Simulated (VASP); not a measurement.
Set up this calculation in VASP 6.6.1, as the native input.

- Task: single point
- Functional: PBE
- Potentials or basis: VASP PAW PBE potentials, release 64 (Na_pv, H)
- Cutoff: 520 eV
- k mesh: 10 × 10 × 10, shifted
- Occupations: gaussian, width 0.02 eV
- Spin: no spin polarisation
- Dipole correction: no
- Further INCAR settings: ALGO = Normal; EDIFF = 1e-07; NBANDS = 11

The structure of NaH lies in POSCAR:

```
NaH
1.0
    2.9551240000      0.0000000000      0.0000000000
    0.0000000000      2.9551240000      0.0000000000
    0.0000000000      0.0000000000      2.9551240000
Na H
1 1
Direct
    0.0000000000      0.0761389370      0.0000000000
    0.5000000000      0.5000000000      0.5000000000
```

The input as run:

INCAR

```
  ALGO = Normal
  EDIFF = 1E-7
  ENCUT = 520
  GGA = PE
  ISIF = 2
  ISMEAR = 0
  LASPH = True
  LCHARG = False
  LREAL = False
  LWAVE = False
  NBANDS = 11
  NELM = 80
  PREC = Accurate
  SIGMA = 0.02
```

KPOINTS

```
Automatic mesh
0
Gamma
  10 10 10
  0.5 0.5 0.5
```

Potentials or basis: VASP PAW PBE potentials, release 64 (Na_pv, H).

The run is started by

```console
$ cat potpaw_PBE.64/Na_pv/POTCAR potpaw_PBE.64/H/POTCAR > POTCAR
$ mpirun -np 1 vasp_std > vasp.out
```

Results of the run:

```yaml
Pressure: 0.6 GPa
Largest_force: 0.095 eV/Å
Band_gap_on_the_k_mesh: 1.51 eV, indirect (least direct gap 4.74 eV)
```

It took 18 s on 1 thread of Intel Xeon 8259CL (shared host), peak memory 0.14 GiB.
